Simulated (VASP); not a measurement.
The system is SnTe.

```xyz
2
Lattice="0.0000 3.1509 3.1509 3.1509 0.0000 3.1509 3.1509 3.1509 0.0000" Properties=species:S:1:pos:R:3 pbc="T T T"
Sn    0.0000    0.0000    0.0000
Te    3.1509    3.1509    3.1509
```

- Program: VASP 6.6.1
- Task: relaxation of cell and atoms
- Functional: PBE
- Potentials or basis: VASP PAW PBE potentials, release 64 (Sn_d, Te)
- Cutoff: 600 eV
- k mesh: 5 × 5 × 5
- Occupations: fermi-dirac, width 0.05 eV
- Spin: no spin polarisation

At the start: pressure 2.2 GPa; volume 31.28 Å³/atom.

Task: How do energy, volume and symmetry change on relaxing?

Result: Over 3 steps the energy falls by 10.7 meV/atom and the volume is 32.90 Å³/atom (+5.2 %); space group Fm-3m (No. 225, to 0.1 Å) before and after.

The path:
```csv
step,energy change (eV),largest force (eV/Å),pressure (GPa),volume (Å³)
1,0.0000,0.0000,2.19,62.56
2,-0.0203,0.0000,-0.41,66.52
3,-0.0213,0.0000,-0.02,65.80
```

Final structure:
```xyz
2
Lattice="0.0000 3.2043 3.2043 3.2043 0.0000 3.2043 3.2043 3.2043 0.0000" Properties=species:S:1:pos:R:3 pbc="T T T"
Sn    0.0000    0.0000    0.0000
Te    3.2043    3.2043    3.2043
```
